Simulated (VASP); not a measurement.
Write the native input for VASP 6.6.1 that does the following.

```yaml
Task: single point
Functional: PBE
Dispersion: D3(BJ)
Potentials_or_basis: VASP PAW PBE potentials, release 64 (Ge_d, H)
Cutoff: 520 eV
k_mesh: 7 × 7 × 1
Occupations: gaussian, width 0.1 eV
Spin: no spin polarisation
Dipole_correction: yes
Further_INCAR_settings: ALGO = Normal; EDIFF = 1e-06; NBANDS = 36
```

The structure of Ge4H lies in POSCAR:

```
Ge4H
1.0
    4.0303587907      0.0000000000      0.0000000000
    0.0000000000      4.0303587907      0.0000000000
    0.0000000000      0.0000000000     21.6416627718
Ge H
4 1
Direct
    0.0000000000      0.5000000000      0.1848286817
    0.0000000000      0.0000000000      0.2506714513
    0.5000000000      0.0000000000      0.3196569899
    0.5000000000      0.5000000000      0.3854446333
    0.6250000000      0.8750000000      0.5009625594
```

These files were run (other wordings do the same):

INCAR

```
  PREC = Accurate
  ENCUT = 520
  EDIFF = 1E-6
  ISMEAR = 0
  SIGMA = 0.1
  LREAL = F
  LASPH = T
  NELM = 100
  ALGO = Normal
  ISIF = 2
  LWAVE = F
  LCHARG = F
  LDIPOL = T
  IDIPOL = 3
  DIPOL = 0.5 0.5 0.328
  GGA = PE
  IVDW = 12
  NBANDS = 36
```

KPOINTS

```
regular mesh
0
Gamma
  7 7 1
```

Potentials or basis: VASP PAW PBE potentials, release 64 (Ge_d, H).

Command:

```console
$ cat potpaw_PBE.64/Ge_d/POTCAR potpaw_PBE.64/H/POTCAR > POTCAR
$ mpirun -np 1 vasp_std > vasp.out
```

It gave:

| Item | Value |
| --- | --- |
| Largest force | 1.106 eV/Å |
| Band gap on the k mesh | zero (an odd number of electrons rules out a gap without spin polarisation) |
| Dispersion energy per atom | -0.180 eV |

Caveat: an odd number of electrons without spin polarisation forces a metal; a magnetic or distorted state may lie lower.

Wall time 16 min on 1 thread of Intel Xeon 8259CL (shared host), peak memory 0.54 GiB.
